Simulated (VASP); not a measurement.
Here is a VASP 6.6.1 calculation.

The input INCAR:

```
PREC = Accurate
ENCUT = 520
EDIFF = 1E-6
ISMEAR = -1
SIGMA = 0.1
LREAL = False
LASPH = True
NELM = 60
ALGO = Normal
ISIF = 2
LWAVE = False
LCHARG = False
GGA = PS
NBANDS = 10
```

Contents of KPOINTS:

```
regular mesh
0
Gamma
  11 11 6
```

The input POSCAR:

```
Li
1.0
    3.1918411021      0.0000000000      0.0000000000
   -1.5959205510      2.7642205772      0.0000000000
    0.0000000000      0.0000000000      5.2253444979
Li
2
Direct
    0.3333333333      0.6666666667      0.2500000000
    0.6666666667      0.3333333333      0.7500000000
```

Potentials or basis: VASP PAW PBE potentials, release 64 (Li_sv).

Run with:

```console
$ cat potpaw_PBE.64/Li_sv/POTCAR > POTCAR
$ mpirun -np 1 vasp_std > vasp.out
```

(1) What does it give for the band gap on the k mesh?

Answers

(1) zero (band 3 reaches 1.99 eV, above the bottom of band 4 at -2.04 eV).
